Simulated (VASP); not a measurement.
Ag2Pb:

```
Ag Pb
1.0
     4.64736    0.00000    0.00000
    -2.32368    4.02473    0.00000
     0.00000    0.00000    4.07098
Ag Pb
2 1
Direct
  0.33330 0.66670 0.50000
  0.66660 0.33330 0.50000
  0.00000 0.00000 0.00000
```

Base run:

| Item | Value |
| --- | --- |
| Program | VASP 6.6.1 |
| Functional | PBE |
| Potentials or basis | VASP PAW PBE potentials, release 64 (Ag, Pb_d) |
| Cutoff | 520 eV |
| k mesh | 5 × 5 × 5 |
| Occupations | fermi-dirac, width 0.1 eV |
| Spin | no spin polarisation |

Its results: band gap on the k mesh zero (band 18 reaches 8.65 eV, above the bottom of band 19 at 5.85 eV); pressure -1.3 GPa.

Q: The run is repeated on the same cell with these changes: functional from PBE to LDA; potentials or basis from VASP PAW PBE potentials, release 64 (Ag, Pb_d) to VASP PAW LDA potentials, release 64 (Ag, Pb_d). What comes out?

A: Band gap on the k mesh zero (band 18 reaches 8.32 eV, above the bottom of band 19 at 5.53 eV); pressure -7.3 GPa.

Caveats: spin-orbit coupling is left out, which moves the levels of the heavy elements.
